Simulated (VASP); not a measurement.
# AlNi (CsCl type) (Pm-3m) in VASP: notebook, part 2 of 2

VASP 6.6.1.

**3. Single point, PBE**

INCAR reads:

```
SYSTEM = AlNi
  PREC = Accurate
  ENCUT = 520
  EDIFF = 1E-7
  ISMEAR = -1
  SIGMA = 0.05
  LREAL = .FALSE.
  LASPH = .TRUE.
  NELM = 100
  ALGO = Normal
  ISIF = 2
  LWAVE = .FALSE.
  LCHARG = .FALSE.
  GGA = PE
  NBANDS = 14
```

KPOINTS reads:

```
regular mesh
0
G
  14 14 14
  0 0 0
```

POSCAR reads:

```
AlNi
1.0
    2.8432035792      0.0000000000      0.0000000000
    0.0000000000      2.8432035792      0.0000000000
    0.0000000000      0.0000000000      2.8432035792
Ni Al
1 1
Direct
    0.0000000000      0.0000000000      0.0000000000
    0.5000000000      0.5000000000      0.5000000000
```

Potentials or basis: VASP PAW PBE potentials, release 64 (Ni, Al).

Command:

```sh
> cat potpaw_PBE.64/Ni/POTCAR potpaw_PBE.64/Al/POTCAR > POTCAR
> mpirun -np 1 vasp_std > vasp.out
```

OUTCAR:

```text
SYSTEM = AlNi
   PREC = Accurate
   ENCUT = 520
   EDIFF = 1E-7
   ISMEAR = -1
   LREAL = .FALSE.
   LASPH = .TRUE.
   NELM = 100
   ISIF = 2
   GGA = PE

 ion  position               nearest neighbor table
   1  0.000  0.000  0.000-   2 2.46   2 2.46   2 2.46   2 2.46   2 2.46   2 2.46   2 2.46   2 2.46

   2  0.500  0.500  0.500-   1 2.46   1 2.46   1 2.46   1 2.46   1 2.46   1 2.46   1 2.46   1 2.46

  LATTYP: Found a simple cubic cell.
 ALAT       =     2.8432035792

  Lattice vectors:

 A1 = (   2.8432035792,   0.0000000000,   0.0000000000)
 A2 = (   0.0000000000,   2.8432035792,   0.0000000000)
 A3 = (   0.0000000000,   0.0000000000,   2.8432035792)

Analysis of symmetry for initial positions (statically):
=====================================================================
 Subroutine PRICEL returns:
 Original cell was already a primitive cell.

 Routine SETGRP: Setting up the symmetry group for a
 simple cubic supercell.

 Subroutine GETGRP returns: Found 48 space group operations
 (whereof 48 operations were pure point group operations)
 out of a pool of 48 trial point group operations.

The static configuration has the point symmetry O_h .

[... 167 lines left out ...]
 k-point     1 :       0.0000    0.0000    0.0000
  band No.  band energies     occupation
      1      -0.8715      2.00000
      2       7.1376      2.00000
      3       7.1376      2.00000
      4       8.9340      2.00000
      5       8.9340      2.00000
      6       8.9340      2.00000
      7      16.2303      0.00000
      8      16.2303      0.00000
      9      16.2303      0.00000
     10      18.8132      0.00000
     11      18.8132      0.00000
     12      25.0258      0.00000
     13      31.9537      0.00000
     14      31.9537      0.00000
[... 377 lines left out ...]
      1       2.2430      2.00000
      2       6.1475      2.00000
      3       7.5477      2.00000
      4       8.1137      2.00000
      5       8.3768      2.00000
      6       8.7312      2.00000
      7      10.4583      1.62570
      8      14.4351      0.00000
      9      18.5562      0.00000
     10      19.9754      0.00000
     11      22.4180      0.00000
     12      24.7703      0.00000
     13      27.0432      0.00000
     14      28.6044      0.00000

 [... further k-points ...]
[... 5 lines left out ...]
  --------------------------------------------------------------------------------------
  -------------------------------------------------------------------------------------
  Total        1.3358771      1.3358771      1.3358771      0.0000000     -0.0000000      0.0000000
  in kB       93.1221988     93.1221988     93.1221988      0.0000000     -0.0000000      0.0000000
  external PRESSURE =      93.1221988 kB  Pullay stress =       0.0000000 kB

 VOLUME and BASIS-vectors are now :
 -----------------------------------------------------------------------------
  energy-cutoff  :      520.00
  volume of cell :       22.98
      direct lattice vectors                 reciprocal lattice vectors
     2.843203579  0.000000000  0.000000000     0.351715933  0.000000000  0.000000000
     0.000000000  2.843203579  0.000000000     0.000000000  0.351715933  0.000000000
     0.000000000  0.000000000  2.843203579     0.000000000  0.000000000  0.351715933

 POSITION                                       TOTAL-FORCE (eV/Angst)
 -----------------------------------------------------------------------------------
      0.00000      0.00000      0.00000         0.000000      0.000000      0.000000
      1.42160      1.42160      1.42160         0.000000      0.000000      0.000000
 -----------------------------------------------------------------------------------
    total drift:                                0.000000      0.000000      0.000000

  FREE ENERGIE OF THE ION-ELECTRON SYSTEM (eV)
  ---------------------------------------------------
  free  energy   TOTEN  =       -10.5067526426 eV

  energy  without entropy=      -10.4989070277  energy(sigma->0) =      -10.50282984
```

stdout:

```text
POSCAR found type information on POSCAR NiAl
 POSCAR found :  2 types and       2 ions
 scaLAPACK will be used
 LDA part: xc-table for (Slater+PW92), standard interpolation
 POSCAR, INCAR and KPOINTS ok, starting setup
 FFT: planning ... GRIDC
 FFT: planning ... GRID_SOFT
 FFT: planning ... GRID
 WAVECAR not read
 entering main loop
```

Run time: 12 s. Hardware: 1 thread of Intel Xeon 6975P-C (Granite Rapids), shared host; peak memory 0.16 GiB.

What came out:

* Free energy: -10.5068 eV
* Pressure: 9.3 GPa

Levels at points of the mesh, in eV from the Fermi level:
```csv
k point,band 5,band 6,band 7,band 8,band 9,band 10
"(0.00, 0.00, 0.00)",-1.60,-1.60,5.70,5.70,5.70,8.28
"(0.50, 0.00, 0.00)",-2.34,-1.50,-0.64,8.35,10.25,10.25
"(0.50, 0.50, 0.00)",-2.16,-2.16,-1.04,1.58,2.69,12.75
"(0.50, 0.50, 0.50)",-1.01,2.00,2.00,2.00,4.07,4.65
```

Spin polarisation is off, so any magnetic state and its effect on volume and gap are missing.

**4. Relaxation of cell and atoms, PBE, target pressure 9.3 GPa, at which the enthalpy is minimised**

INCAR reads:

```
PREC     = Accurate       # precision mode
ENCUT    = 600            # plane-wave cutoff, eV
EDIFF    = 1E-6           # SCF threshold, eV
ISMEAR   = -1             # smearing method
SIGMA    = 0.05           # smearing width, eV
LREAL    = F              # projectors in reciprocal space
LASPH    = T              # aspherical terms in the spheres
NELM     = 100            # most SCF steps
ALGO     = Normal         # electronic algorithm
ISIF     = 3              # what is computed and relaxed
LWAVE    = F              # write WAVECAR
LCHARG   = F              # write CHGCAR
GGA      = PE             # functional
IBRION   = 2              # ionic algorithm
NSW      = 32             # ionic steps
EDIFFG   = -0.005         # ionic threshold
PSTRESS  = 93.0
```

KPOINTS reads:

```
regular mesh
0
Gamma
  14 14 14
```

POSCAR reads:

```
AlNi
1.0
    2.8434210143      0.0000000000      0.0000000000
    0.0000000000      2.8434210143      0.0000000000
    0.0000000000      0.0000000000      2.8434210143
Ni Al
1 1
Direct
    0.0000000000      0.0000000000      0.0000000000
    0.5000000000      0.5000000000      0.5000000000
```

Command:

```sh
> cat potpaw_PBE.64/Ni/POTCAR potpaw_PBE.64/Al/POTCAR > POTCAR
> mpirun -np 1 vasp_std > vasp.out
```

Run time: 47 s. Hardware: 1 thread of AMD EPYC 7R13, shared host; peak memory 0.14 GiB.

Results (log left out):

```
Free energy             : -10.5069 eV
Pressure after relaxing : 9.3 GPa
```

Final structure:
```cif
data_structure
_symmetry_space_group_name_H-M 'P 1'
_symmetry_Int_Tables_number 1
_cell_length_a 2.8434
_cell_length_b 2.8434
_cell_length_c 2.8434
_cell_angle_alpha 90.000
_cell_angle_beta 90.000
_cell_angle_gamma 90.000
_cell_volume 22.99
loop_
_atom_site_label
_atom_site_type_symbol
_atom_site_fract_x
_atom_site_fract_y
_atom_site_fract_z
_atom_site_occupancy
Ni1 Ni 0.00000 0.00000 0.00000 1
Al1 Al 0.50000 0.50000 0.50000 1
```

Levels at points of the mesh, in eV from the Fermi level:
| k point | band 5 | band 6 | band 7 | band 8 | band 9 | band 10 |
| --- | --- | --- | --- | --- | --- | --- |
| (0.00, 0.00, 0.00) | -1.60 | -1.60 | 5.70 | 5.70 | 5.70 | 8.28 |
| (0.50, 0.00, 0.00) | -2.34 | -1.50 | -0.64 | 8.35 | 10.24 | 10.24 |
| (0.50, 0.50, 0.00) | -2.16 | -2.16 | -1.04 | 1.58 | 2.69 | 12.75 |
| (0.50, 0.50, 0.50) | -1.01 | 2.00 | 2.00 | 2.00 | 4.07 | 4.64 |

Caveat: the relaxation stopped at its first step, so nothing moved; the cell is relaxed towards a set pressure, so the enthalpy falls and the energy may rise. Spin polarisation is off, so any magnetic state and its effect on volume and gap are missing.

**5. Relaxation of cell and atoms, PBE, target pressure 9.3 GPa, at which the enthalpy is minimised**

This run uses another cell than the first one, of 12.52 Å³/atom, 1.089 times its volume.

INCAR reads:

```
SYSTEM = AlNi
PREC = Accurate
ENCUT = 600
EDIFF = 1E-6
ISMEAR = -1
SIGMA = 0.05
LREAL = .False.
LASPH = .True.
NELM = 100
ALGO = Normal
ISIF = 3
LWAVE = .False.
LCHARG = .False.
GGA = PE
IBRION = 2
NSW = 60
EDIFFG = -0.005
PSTRESS = 93.0
```

KPOINTS reads:

```
Automatic mesh
0
Gamma
  14 14 14
  0 0 0
```

POSCAR reads:

```
AlNi
1.0
    2.9257457795      0.0000000000      0.0000000000
    0.0000000000      2.9257457795      0.0000000000
    0.0000000000      0.0000000000      2.9257457795
Ni Al
1 1
Direct
    0.0000000000      0.0000000000      0.0000000000
    0.5000000000      0.5000000000      0.5000000000
```

Command:

```sh
> cat potpaw_PBE.64/Ni/POTCAR potpaw_PBE.64/Al/POTCAR > POTCAR
> mpirun -np 1 vasp_std > vasp.out
```

It took 3.1 min on 1 thread of AMD EPYC 7R13, shared host; peak memory 0.15 GiB.

It converged, with:

```
Free energy                                            : -10.5071 eV
Relaxed volume                                         : 11.49 Å³/atom
Relaxed cell                                           : a = 2.843 Å, b = 2.843 Å, c = 2.843 Å, α = 90.00°, β = 90.00°, γ = 90.00°
Space group after relaxing (to 0.05 Å)                 : Pm-3m (No. 221)
Energy change on relaxing (the enthalpy is what falls) : +10.4 meV/atom
Ionic steps                                            : 6
Pressure after relaxing                                : 9.3 GPa
```

Step by step:
| step | energy change (eV) | largest force (eV/Å) | pressure (GPa) | volume (Å³) |
| --- | --- | --- | --- | --- |
| 1 | 0.0000 | 0.0000 | -4.95 | 25.04 |
| 2 | 0.2186 | 0.0000 | 27.89 | 21.22 |
| 3 | 0.0194 | 0.0000 | 9.05 | 23.01 |
| 4 | 0.0217 | 0.0000 | 9.42 | 22.97 |
| 5 | 0.0201 | 0.0000 | 9.21 | 22.99 |
| 6 | 0.0208 | 0.0000 | 9.30 | 22.98 |

Final structure:
```
Ni Al
1.0
     2.84316    0.00000    0.00000
     0.00000    2.84316    0.00000
     0.00000    0.00000    2.84316
Ni Al
1 1
Direct
  0.00000 0.00000 0.00000
  0.50000 0.50000 0.50000
```

Levels at points of the mesh, in eV from the Fermi level:
| k point | band 5 | band 6 | band 7 | band 8 | band 9 | band 10 |
| --- | --- | --- | --- | --- | --- | --- |
| (0.00, 0.00, 0.00) | -1.60 | -1.60 | 5.70 | 5.70 | 5.70 | 8.28 |
| (0.50, 0.00, 0.00) | -2.34 | -1.50 | -0.64 | 8.35 | 10.25 | 10.25 |
| (0.50, 0.50, 0.00) | -2.16 | -2.16 | -1.04 | 1.58 | 2.69 | 12.75 |
| (0.50, 0.50, 0.50) | -1.01 | 2.00 | 2.00 | 2.00 | 4.08 | 4.65 |

Caveat: the cell is relaxed towards a set pressure, so the enthalpy falls and the energy may rise.

**6. Overview**

```csv
task,cell,cutoff (eV),gap on the mesh (eV),pressure (GPa)
single point,"a = 2.843 Å, 2 atoms",520,none,9.3
relaxation of cell and atoms,"relaxed to 9.3 GPa from a = 2.843 Å, 2 atoms",600,none,9.3
relaxation of cell and atoms,"relaxed to 9.3 GPa from a = 2.926 Å, 2 atoms",600,none,9.3
```

Alike in all rows: level PBE; potentials or basis VASP PAW PBE potentials, release 64 (Ni, Al); no spin polarisation; k mesh 14 × 14 × 14; smearing fermi-dirac 0.05 eV.

Caveats: the cell is relaxed towards a set pressure, so the enthalpy falls and the energy may rise (some runs); the relaxation stopped at its first step, so nothing moved (some runs).

Total energies depend on the potentials used, so only differences within one code and one set of settings carry meaning.
